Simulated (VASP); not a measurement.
A run of VASP 6.6.1 is set up as follows.

INCAR

```
SYSTEM = H6C2O
PREC = Accurate
ENCUT = 520
EDIFF = 1E-6
ISMEAR = -1
SIGMA = 0.05
LREAL = Auto
LASPH = .True.
NELM = 120
ALGO = Normal
ISIF = 2
LWAVE = .False.
LCHARG = .False.
GGA = PE
IVDW = 12
NBANDS = 64
GGA_COMPAT = .False.
```

Contents of KPOINTS:

```
regular mesh
0
Gamma
  1 1 1
  0 0 0
```

The input POSCAR:

```
H6C2O
1.0
    7.2936330000      0.0000000000      0.0000000000
    0.0000000000      7.2936330000      0.0000000000
    0.0000000000      0.0000000000      7.2936330000
C O H
8 4 24
Direct
    0.5008752154      0.3523484113      0.9619760139
    0.5281044440      0.3855006140      0.7651605174
    0.9588499997      0.0431060899      0.4807617822
    0.8001088072      0.1154568649      0.3622474561
    0.7316518394      0.8722402128      0.8668656621
    0.9262050887      0.8315608970      0.9160044110
    0.2941743847      0.6104228167      0.3457947500
    0.1423159076      0.4682577256      0.3026201072
    0.4245620804      0.2535362007      0.6593559067
    0.6886005918     -0.0251589297      0.2865512975
    1.0190943251      0.9672683010      1.0331888100
   -0.0189343226      0.5722525386      0.3435599241
    0.4736871186      0.2602132572      0.5234702651
    0.4932795494      0.5275011781      0.7211358180
    0.6758908763      0.3625353785      0.7324470535
    0.5712242445      0.4592498690      1.0492713302
    0.3506345877      0.3497845312      1.0075362991
    0.5531536890      0.2176418803      0.9959234308
    0.7641322233     -0.0822635304      0.1774972774
    0.7111819309      0.2022586001      0.4479797654
    0.8654946033      0.1949919882      0.2610221819
    1.0308991418      0.1498704418      0.5715121668
    0.9082305073     -0.0785205398      0.5585556608
    1.0670813845      0.0075819554      0.3856514305
    1.0990407661      1.0487229067      0.9747954140
    0.9441385384      0.6944687236      0.9829120824
    1.0077693791      0.8342893041      0.7865901671
    0.6354172194      0.8074439720      0.9512817549
    0.7154322133      1.0210275181      0.8658922104
    0.7246457287      0.8187963392      0.7345036417
   -0.1399713970      0.5163270485      0.3499627689
    0.1467581382      0.4213400921      0.1602219360
    0.1372429899      0.3588198090      0.3872144376
    0.4267283533      0.5467234230      0.3253933945
    0.2893208364      0.7265789216      0.2507392407
    0.2736770550      0.6588760361      0.4892623470
```

Potentials or basis: VASP PAW PBE potentials, release 64 (C, O, H).

Launch:

```sh
$ cat potpaw_PBE.64/C/POTCAR potpaw_PBE.64/O/POTCAR potpaw_PBE.64/H/POTCAR > POTCAR
$ mpirun -np 1 vasp_gam > vasp.out
```

Q: Predict the largest force.

A: 3.744 eV/Å.

Q: Estimate the dispersion energy per atom.

A: -0.037 eV.

Q: Estimate the pressure.

A: 0.4 GPa.

Forces in eV/Å, atoms in the order of the input:
```
C   -1.214  0.433  1.844
C    0.638  0.299 -1.593
C    0.158  0.430  0.677
C    0.097 -0.509  1.679
C    1.297  1.298  0.586
C    2.636  0.138 -0.275
C   -0.520 -0.826  0.097
C   -0.372  3.537 -1.168
O    0.723  0.175 -2.475
O    1.319 -1.103 -2.135
O   -2.043 -1.716  1.774
O   -1.077  1.265 -0.122
H   -1.080 -0.183  2.806
H   -0.016 -0.224  0.153
H   -0.159  0.293  0.106
H   -0.331 -0.650 -0.574
H    1.129  0.213 -0.612
H    0.277 -0.391  0.380
H   -1.316  1.260  2.378
H   -0.203  0.025 -0.085
H    0.228  1.112 -1.435
H   -1.113 -0.800 -0.467
H    0.565  0.579 -0.312
H    0.310 -0.759 -0.190
H    1.025  0.889 -1.522
H    0.002  0.582 -0.134
H   -0.226 -0.425  0.423
H   -1.352 -0.621  1.114
H   -0.352  0.055 -0.243
H   -0.879 -0.544 -1.936
H    0.660 -0.718 -0.263
H   -0.065  0.049 -0.349
H    0.664 -2.952  2.148
H    0.560 -0.121  0.261
H   -0.266  0.067  0.037
H    0.297 -0.160 -0.572
```

Caveat: the k points lie up to 0.86 Å⁻¹ apart.
